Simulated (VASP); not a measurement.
# SiNi (Pmmn) in VASP: a series of runs

The runs below take SiNi through single point, with PBE.

All numbers are computed with VASP 6.6.1; they aren't measurements. Logs are shortened: lines on timing, memory, paths and dates and some standing lists are left out, and cuts for length are marked.

### Step 1. The cell of the first run

Symmetry: Pmmn, No. 59, orthorhombic system. The conventional cell has a = 3.055 Å, b = 3.258 Å, c = 4.709 Å, α = 90.00°, β = 90.00°, γ = 90.00°. Within 3.1 Å of Si (site symmetry mm2) lie 6 Ni at 2.35 to 2.40 Å and 6 Si at 2.68 to 3.06 Å. Within 3.1 Å of Ni (site symmetry mm2) lie 6 Si at 2.35 to 2.40 Å and 6 Ni at 2.68 to 3.06 Å.

### Step 2. Single point, PBE

The input, INCAR:

```
PREC = Accurate
ENCUT = 520
EDIFF = 1E-7
ISMEAR = 0
SIGMA = 0.1
LREAL = False
LASPH = True
NELM = 60
ALGO = Normal
ISIF = 2
LWAVE = False
LCHARG = False
GGA = PE
NBANDS = 22
```

The input, KPOINTS:

```
Automatic mesh
0
Gamma
  14 12 10
```

The input, POSCAR:

```
SiNi
1.0
    3.0550838628      0.0000000000      0.0000000000
    0.0000000000      3.2583394029      0.0000000000
    0.0000000000      0.0000000000      4.7094337893
Si Ni
2 2
Direct
    0.5000000000      0.5000000000      0.8431839770
    0.0000000000      0.0000000000      0.1568160230
    0.5000000000      0.5000000000      0.3423101259
    0.0000000000      0.0000000000      0.6576898741
```

Potentials or basis: VASP PAW PBE potentials, release 64 (Si, Ni).

On the command line:

```sh
cat potpaw_PBE.64/Si/POTCAR potpaw_PBE.64/Ni/POTCAR > POTCAR
mpirun -np 1 vasp_std > vasp.out
```

OUTCAR:

```text
PREC = Accurate
   ENCUT = 520
   EDIFF = 1E-7
   ISMEAR = 0
   LREAL = False
   LASPH = True
   NELM = 60
   ISIF = 2
   GGA = PE

 ion  position               nearest neighbor table
   1  0.500  0.500  0.843-   3 2.35   3 2.36   4 2.40   4 2.40   4 2.40   4 2.40   2 2.68   2 2.68
                             2 2.68   2 2.68
   2  0.000  0.000  0.157-   4 2.35   4 2.36   3 2.40   3 2.40   3 2.40   3 2.40   1 2.68   1 2.68
                             1 2.68   1 2.68
   3  0.500  0.500  0.342-   1 2.35   1 2.36   2 2.40   2 2.40   2 2.40   2 2.40   4 2.68   4 2.68
                             4 2.68   4 2.68
   4  0.000  0.000  0.658-   2 2.35   2 2.36   1 2.40   1 2.40   1 2.40   1 2.40   3 2.68   3 2.68
                             3 2.68   3 2.68

  LATTYP: Found a simple orthorhombic cell.
 ALAT       =     3.0550838628
 B/A-ratio  =     1.0665302654
 C/A-ratio  =     1.5415072060

  Lattice vectors:

 A1 = (   3.0550838628,   0.0000000000,   0.0000000000)
 A2 = (   0.0000000000,   3.2583394029,   0.0000000000)
 A3 = (   0.0000000000,   0.0000000000,   4.7094337893)

Analysis of symmetry for initial positions (statically):
=====================================================================
 Subroutine PRICEL returns:
 Original cell was already a primitive cell.

 Routine SETGRP: Setting up the symmetry group for a
 simple orthorhombic supercell.

 Subroutine GETGRP returns: Found  8 space group operations
 (whereof  4 operations were pure point group operations)
 out of a pool of  8 trial point group operations.

The static configuration has the point symmetry C_2v.
 The point group associated with its full space group is D_2h.

Analysis of symmetry for dynamics (positions and initial velocities):
=====================================================================
 Subroutine PRICEL returns:
 Original cell was already a primitive cell.

 Routine SETGRP: Setting up the symmetry group for a
 simple orthorhombic supercell.

 Subroutine GETGRP returns: Found  8 space group operations
 (whereof  4 operations were pure point group operations)
 out of a pool of  8 trial point group operations.

The dynamic configuration has the point symmetry C_2v.
 The point group associated with its full space group is D_2h.

 Subroutine INISYM returns: Found  8 space group operations
 (whereof  4 operations are pure point group operations),
 and found     1 'primitive' translations

----------------------------------------------------------------------------------------

                                     Primitive cell

  volume of cell :      46.8801

  direct lattice vectors                    reciprocal lattice vectors
     3.055083863  0.000000000  0.000000000     0.327323257  0.000000000  0.000000000
     0.000000000  3.258339403  0.000000000     0.000000000  0.306904799  0.000000000
     0.000000000  0.000000000  4.709433789     0.000000000  0.000000000  0.212339751

  length of vectors
     3.055083863  3.258339403  4.709433789     0.327323257  0.306904799  0.212339751

  position of ions in fractional coordinates (direct lattice)
     0.500000000  0.500000000  0.843183977
     0.000000000  0.000000000  0.156816023
     0.500000000  0.500000000  0.342310126
     0.000000000  0.000000000  0.657689874

  ion indices of the primitive-cell ions
   primitive index   ion index
                 1           1
                 2           2
                 3           3
                 4           4

----------------------------------------------------------------------------------------

 KPOINTS: Automatic mesh

Automatic generation of k-mesh.
 Grid dimensions read from file:
 generate k-points for:   14   12   10

 Generating k-lattice:

  Cartesian coordinates                     Fractional coordinates (reciprocal lattice)
     0.023380233  0.000000000  0.000000000     0.071428571  0.000000000  0.000000000
     0.000000000  0.025575400  0.000000000     0.000000000  0.083333333  0.000000000
     0.000000000  0.000000000  0.021233975     0.000000000  0.000000000  0.100000000

  Length of vectors
     0.023380233  0.025575400  0.021233975

  Shift w.r.t. Gamma in fractional coordinates (k-lattice)
     0.000000000  0.000000000  0.000000000

 Subroutine IBZKPT returns following result:
 ===========================================

 Found    336 irreducible k-points:

 Following reciprocal coordinates:
            Coordinates               Weight
  0.000000  0.000000  0.000000      1.000000
  0.071429  0.000000  0.000000      2.000000
  0.142857  0.000000  0.000000      2.000000
  0.214286  0.000000  0.000000      2.000000
  0.285714  0.000000  0.000000      2.000000
  0.357143  0.000000  0.000000      2.000000
[... 16 lines left out ...]
  0.428571  0.166667  0.000000      4.000000
  0.500000  0.166667  0.000000      2.000000
 [... further k-points ...]
   k-points           NKPTS =    336   k-points in BZ     NKDIM =    336   number of bands    NBANDS=     22
   number of dos      NEDOS =    301   number of ions     NIONS =      4
   total plane-waves  NPLWV =  20736
   dimension x,y,z NGX =    24 NGY =   24 NGZ =   36
   dimension x,y,z NGXF=    48 NGYF=   48 NGZF=   72
   ions per type =               2   2
   NGX,Y,Z   is equivalent  to a cutoff of  13.06, 12.25, 12.71 a.u.
   NGXF,Y,Z  is equivalent  to a cutoff of  26.12, 24.49, 25.42 a.u.
 SYSTEM =  unknown system
   PREC   = accura    normal or accurate (medium, high low for compatibility)
   ISTART =      0    job   : 0-new  1-cont  2-samecut
   ICHARG =      2    charge: 1-file 2-atom 10-const
   ISPIN  =      1    spin polarized calculation?
   LNONCOLLINEAR =      F non collinear calculations
   LSORBIT =      F    spin-orbit coupling
   LASPH  =      T    aspherical Exc in radial PAW
   ENCUT  =  520.0 eV  38.22 Ry    6.18 a.u.   5.68  6.06  8.76*2*pi/ulx,y,z
   NELM   =     60;   NELMIN=  2; NELMDL= -5     # of ELM steps
   EDIFF  = 0.1E-06   stopping-criterion for ELM
   LREAL  =      F    real-space projection
   EDIFFG = 0.1E-05   stopping-criterion for IOM
   NSW    =      0    number of steps for IOM
   IBRION =     -1    ionic relax: 0-MD 1-quasi-New 2-CG
   NFREE  =      0    steps in history (QN), initial steepest desc. (CG)
   ISIF   =      2    stress and relaxation
   ISYM   =      2    0-nonsym 1-usesym 2-fastsym
   POTIM  = 0.5000    time-step for ionic-motion
   TEBEG  =    0.0;   TEEND  =   0.0 temperature during run
   PSTRESS=    0.0 pullay stress
   NELECT =      28.0000    total number of electrons
   NUPDOWN=      -1.0000    fix difference up-down
   EMIN   =  10.00;   EMAX   =-10.00  energy-range for DOS
   EFERMI =   0.00;   METHOD = LEGACY
   ISMEAR =     0;   SIGMA  =   0.10  broadening in eV -4-tet -1-fermi 0-gaus
   EFERMI_NEDOS =   21; number of points for ismear=-14 and -15
   IALGO  =     38    algorithm
   IMIX   =      4    mixing-type and parameters
     AMIX     =   0.40;   BMIX     =  1.00
     AMIX_MAG =   1.60;   BMIX_MAG =  1.00
  volume/ion in A,a.u.               =      11.72        79.09
  Fermi-wavevector in a.u.,A,eV,Ry     =   1.378684  2.605335 25.861547  1.900770
  Thomas-Fermi vector in A             =   2.503723
   LORBIT       =      0    0 simple, 1 ext, 2 COOP (PROOUT), +10 PAW based schemes
   GGA     = PE    functional components
   LHFCALC =     F    Hartree Fock is set to
   AEXX    =    0.0000 exact exchange contribution
   IVDW    =     0    specifies the selected vdW correction
   LEPSILON=     F    determine dielectric tensor
   LRPA    =     F    only Hartree local field effects (RPA)
 non-spin polarized calculation
 Gauss-broadening in eV      SIGMA  =   0.10
  energy-cutoff  :      520.00
  volume of cell :       46.88
 maximum number of plane-waves:      1280
 NGX is ok and might be reduce to    24
   NGX = 11   NGY = 13   NGZ = 17

 number of electron      28.0000024 magnetization

 Free energy of the ion-electron system (eV)
  ---------------------------------------------------
  ext. energy  EPLUGINS =         0.00000000
  ---------------------------------------------------
  free energy    TOTEN  =       -23.61413763 eV

  energy without entropy =      -23.60872187  energy(sigma->0) =      -23.61142975

 E-fermi :  11.1442     XC(G=0): -12.4193

 val. band max:       11.1427585786   @ k =   0.5000   0.3333   0.4000
 cond. band min:      11.1647759518   @ k =   0.3571   0.5000   0.4000
 fundamental gap:      0.0220173732
 Fermi energy:        11.1441977193

 k-point     1 :       0.0000    0.0000    0.0000
  band No.  band energies     occupation
      1      -2.6124      2.00000
      2       3.1254      2.00000
      3       4.7793      2.00000
      4       7.0892      2.00000
      5       7.6978      2.00000
      6       8.1535      2.00000
[... 14 lines left out ...]
     21      19.4552      0.00000
     22      20.3404      0.00000

 k-point     2 :       0.0714    0.0000    0.0000
  band No.  band energies     occupation
      1      -2.5328      2.00000
      2       3.1826      2.00000
      3       4.8431      2.00000
      4       7.0572      2.00000
      5       7.7253      2.00000
      6       8.1116      2.00000
[... 14 lines left out ...]
     21      19.5433      0.00000
     22      20.3775      0.00000

 k-point     3 :       0.1429    0.0000    0.0000
  band No.  band energies     occupation
      1      -2.2948      2.00000
      2       3.3440      2.00000
      3       5.0308      2.00000
      4       6.8473      2.00000
      5       7.8030      2.00000
      6       7.9987      2.00000
[... 14 lines left out ...]
     21      19.8063      0.00000
     22      20.4848      0.00000
[... 476 lines left out ...]
 k-point    23 :       0.4286    0.1667    0.0000
  band No.  band energies     occupation
      1       0.5023      2.00000
      2       2.4150      2.00000
      3       5.7746      2.00000
      4       6.6107      2.00000
      5       6.7941      2.00000
      6       7.0638      2.00000
[... 14 lines left out ...]
     21      19.2723      0.00000
     22      20.2167      0.00000

 k-point    24 :       0.5000    0.1667    0.0000
  band No.  band energies     occupation
      1       1.4259      2.00000
      2       1.4259      2.00000
      3       6.2477      2.00000
      4       6.2477      2.00000
      5       6.9170      2.00000
      6       6.9170      2.00000
[... 14 lines left out ...]
     21      19.7956      0.00000
     22      19.7956      0.00000

 [... further k-points ...]

------------------------ aborting loop because EDIFF is reached ----------------------------------------

  FORCE on cell =-STRESS in cart. coord.  units (eV):
  Direction    XX          YY          ZZ          XY          YZ          ZX
  --------------------------------------------------------------------------------------
  -------------------------------------------------------------------------------------
  Total       -0.0060162     -0.0052454      0.0575525      0.0000000      0.0000000      0.0000000
  in kB       -0.2056097     -0.1792666      1.9669200      0.0000000      0.0000000      0.0000000
  external PRESSURE =       0.5273479 kB  Pullay stress =       0.0000000 kB

 VOLUME and BASIS-vectors are now :
 -----------------------------------------------------------------------------
  energy-cutoff  :      520.00
  volume of cell :       46.88
      direct lattice vectors                 reciprocal lattice vectors
     3.055083863  0.000000000  0.000000000     0.327323257  0.000000000  0.000000000
     0.000000000  3.258339403  0.000000000     0.000000000  0.306904799  0.000000000
     0.000000000  0.000000000  4.709433789     0.000000000  0.000000000  0.212339751

 POSITION                                       TOTAL-FORCE (eV/Angst)
 -----------------------------------------------------------------------------------
      1.52754      1.62917      3.97092         0.000000      0.000000      0.002323
      0.00000      0.00000      0.73851         0.000000      0.000000     -0.002323
      1.52754      1.62917      1.61209         0.000000      0.000000      0.008388
      0.00000      0.00000      3.09735         0.000000      0.000000     -0.008388
 -----------------------------------------------------------------------------------
    total drift:                                0.000000     -0.000000      0.000000

  FREE ENERGIE OF THE ION-ELECTRON SYSTEM (eV)
  ---------------------------------------------------
  free  energy   TOTEN  =       -23.6141376288 eV

  energy  without entropy=      -23.6087218689  energy(sigma->0) =      -23.61142975
```

It took 2.3 min on 1 thread of Intel Xeon 6975P-C (Granite Rapids), shared host; peak memory 0.38 GiB.

Results:

```
Free energy            : -23.6141 eV
Pressure               : 0.1 GPa
Largest force          : 0.008 eV/Å
Band gap on the k mesh : zero (bands 14 and 15 overlap by 2.58 eV)
```

Forces in eV/Å, atoms in the order of the input:
```
Si   0.000  0.000  0.002
Si   0.000  0.000 -0.002
Ni   0.000  0.000  0.008
Ni   0.000  0.000 -0.008
```

Stress tensor (GPa, compression positive):
```
-0.02  0.00  0.00
 0.00 -0.02  0.00
 0.00  0.00  0.20
```

Spin polarisation is off, so any magnetic state and its effect on volume and gap are missing.

### Step 3. Single point, PBE

This run uses another cell than the first one, of 11.64 Å³/atom.

The input, INCAR:

```
PREC = Accurate
ENCUT = 520
EDIFF = 1E-6
ISMEAR = -1
SIGMA = 0.02
LREAL = False
LASPH = True
NELM = 100
ALGO = Normal
ISIF = 2
LWAVE = False
LCHARG = True
GGA = PE
LELF = True
LVHAR = True
NBANDS = 22
```

The input, KPOINTS:

```
regular mesh
0
Gamma
  14 12 10
```

The input, POSCAR:

```
SiNi
1.0
    3.0266200000      0.0000000000      0.0000000000
    0.0000000000      3.2735000000      0.0000000000
    0.0000000000      0.0000000000      4.6977600000
Si Ni
2 2
Direct
    0.5000000000      0.5000000000      0.8423000000
    0.0000000000      0.0000000000      0.1577000000
    0.5000000000      0.5000000000      0.3442200000
    0.0000000000      0.0000000000      0.6557800000
```

Potentials or basis: VASP PAW PBE potentials, release 64 (Si, Ni).

On the command line:

```sh
cat potpaw_PBE.64/Si/POTCAR potpaw_PBE.64/Ni/POTCAR > POTCAR
mpirun -np 1 vasp_std > vasp.out
```

Wall time 91 s (1 thread of Intel Xeon 6975P-C (Granite Rapids), shared host); peak memory 0.39 GiB.

Results (log left out):

```
Free energy            : -23.6088 eV
Pressure               : 1.2 GPa
Largest force          : 0.117 eV/Å
Band gap on the k mesh : zero (bands 14 and 15 overlap by 2.39 eV)
```

Forces on the atoms (eV/Å):
```
Si   0.000  0.000  0.114
Si   0.000  0.000 -0.114
Ni   0.000  0.000 -0.117
Ni   0.000  0.000  0.117
```

Stress tensor (GPa, compression positive):
```
1.28 0.00 0.00
0.00 0.82 0.00
0.00 0.00 1.45
```

Levels at points of the mesh, in eV from the Fermi level:
| k point | band 12 | band 13 | band 14 | band 15 | band 16 | band 17 |
| --- | --- | --- | --- | --- | --- | --- |
| (0.00, 0.00, 0.00) | -1.94 | -1.93 | -1.06 | 0.77 | 2.95 | 5.09 |
| (0.50, 0.00, 0.00) | -2.46 | -1.63 | -1.63 | 1.66 | 1.66 | 3.51 |
| (0.00, 0.50, 0.00) | -2.20 | -2.05 | -2.05 | 1.25 | 1.25 | 4.58 |
| (0.50, 0.50, 0.00) | -1.97 | -1.62 | -1.62 | 1.49 | 1.49 | 2.01 |
| (0.00, 0.00, 0.50) | -1.99 | 1.27 | 1.93 | 2.22 | 2.53 | 2.58 |
| (0.50, 0.00, 0.50) | -2.11 | -1.45 | -1.45 | 3.77 | 3.77 | 5.31 |
| (0.00, 0.50, 0.50) | -1.97 | -1.90 | -1.90 | 4.99 | 4.99 | 5.29 |
| (0.50, 0.50, 0.50) | -1.99 | -1.57 | -1.57 | -0.37 | -0.37 | 0.96 |

Spin polarisation is off, so any magnetic state and its effect on volume and gap are missing.

The gap in the log of VASP goes by the Fermi energy; the results here count the filled bands.